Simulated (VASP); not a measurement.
Ru, 1 atom in the cell. Symmetry: Im-3m, No. 229, cubic system. The conventional cell has a = 2.927 Å, b = 2.927 Å, c = 2.927 Å, α = 90.00°, β = 90.00°, γ = 90.00°. Ru (site symmetry m-3m) has 14 Ru at 2.54 to 2.93 Å within 3.3 Å.  This cell differs from its parent crystal: volume scaled by 0.88.

- Program: VASP 6.6.1
- Task: single point
- Functional: PBE
- Potentials or basis: VASP PAW PBE potentials, release 64 (Ru_pv)
- Cutoff: 520 eV
- k mesh: 16 × 16 × 16
- Occupations: fermi-dirac, width 0.1 eV
- Spin: no spin polarisation
- Dipole correction: no
- Further INCAR settings: ALGO = Normal; EDIFF = 1e-06; NBANDS = 13

Potentials or basis: VASP PAW PBE potentials, release 64 (Ru_pv).

Command:

```sh
$ cat potpaw_PBE.64/Ru_pv/POTCAR > POTCAR
$ mpirun -np 1 vasp_std > vasp.out
```

Hardware: 1 thread of Intel Xeon 8259CL (shared host).

Question: Estimate the wall time of this run.

Answer: Wall time 25 s on 1 thread of Intel Xeon 8259CL, with other jobs on the host, peak memory 0.14 GiB. Counts: scf iterations 11, k points 145.
